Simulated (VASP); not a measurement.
A run of VASP 6.6.1 is set up as follows.

The input INCAR:

```
ALGO = Normal
EDIFF = 1E-6
ENCUT = 520
GGA = CA
ISIF = 2
ISMEAR = 0
LASPH = True
LCHARG = False
LREAL = False
LWAVE = False
NBANDS = 26
NELM = 60
PREC = Accurate
SIGMA = 0.05
```

Contents of KPOINTS:

```
k-points
0
Gamma
  8 8 6
```

The input POSCAR:

```
ZnSe
1.0
    3.7875101274      0.0000000000      0.0000000000
    0.0000000000      3.7875101274      0.0000000000
    0.0000000000      0.0000000000      4.9987337378
Zn Se
2 2
Direct
    0.0000000000      0.0000000000      0.0000000000
    0.5000000000      0.5000000000      0.0000000000
    0.0000000000      0.5000000000      0.2984995820
    0.5000000000      0.0000000000      0.7015004180
```

Potentials or basis: VASP PAW LDA potentials, release 64 (Zn, Se).

Launch:

```console
$ cat potpaw_LDA.64/Zn/POTCAR potpaw_LDA.64/Se/POTCAR > POTCAR
$ mpirun -np 1 vasp_std > vasp.out
```

Estimate the band gap on the k mesh.

1.55 eV.

Predict the largest force.

0.557 eV/Å.

What does it give for the pressure?

10.6 GPa.

Stress tensor (GPa, compression positive):
```
11.61  0.00  0.00
 0.00 11.61  0.00
 0.00  0.00  8.64
```

Caveat: the cell differs from its parent crystal (atoms shifted along a free coordinate); the cell stands under pressure. A k mesh can miss the band edges.
